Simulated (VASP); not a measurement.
A run of VASP 6.6.1:

File INCAR:

```
SYSTEM = Ta3Sb
  PREC = Accurate
  ENCUT = 520
  EDIFF = 1E-7
  ISMEAR = 0
  SIGMA = 0.1
  LREAL = .FALSE.
  LASPH = .TRUE.
  NELM = 80
  ALGO = Fast
  ISIF = 2
  LWAVE = .FALSE.
  LCHARG = .TRUE.
  GGA = PS
  LELF = .TRUE.
  LVHAR = .TRUE.
  NBANDS = 48
```

KPOINTS

```
regular mesh
0
G
  8 8 8
  0 0 0
```

Contents of POSCAR:

```
Ta3Sb
1.0
    5.0206258673      0.0000000000      0.0000000000
    0.0000000000      5.0206258673      0.0000000000
    0.0000000000      0.0000000000      5.0206258673
Ta Sb
6 2
Direct
    0.2500000000      0.0000000000      0.5000000000
    0.5000000000      0.7500000000      0.0000000000
    0.7500000000      0.0000000000      0.5000000000
    0.5000000000      0.2500000000      0.0000000000
    0.0000000000      0.5000000000      0.7500000000
    0.0000000000      0.5000000000      0.2500000000
    0.0000000000      0.0000000000      0.0000000000
    0.5000000000      0.5000000000      0.5000000000
```

Potentials or basis: VASP PAW PBE potentials, release 64 (Ta_pv, Sb).

The run is started by

```bash
$ cat potpaw_PBE.64/Ta_pv/POTCAR potpaw_PBE.64/Sb/POTCAR > POTCAR
$ mpirun -np 1 vasp_std > vasp.out
```

Hardware: 1 thread of Intel(R) Xeon(R) 6975P-C (Granite Rapids), on a shared host.

Question: How long does it take, and how much memory?

Answer: It took 2 min on 1 thread of Intel(R) Xeon(R) 6975P-C (Granite Rapids), on a shared host, peak memory 0.34 GiB. Counts: scf iterations 18, k points 35.
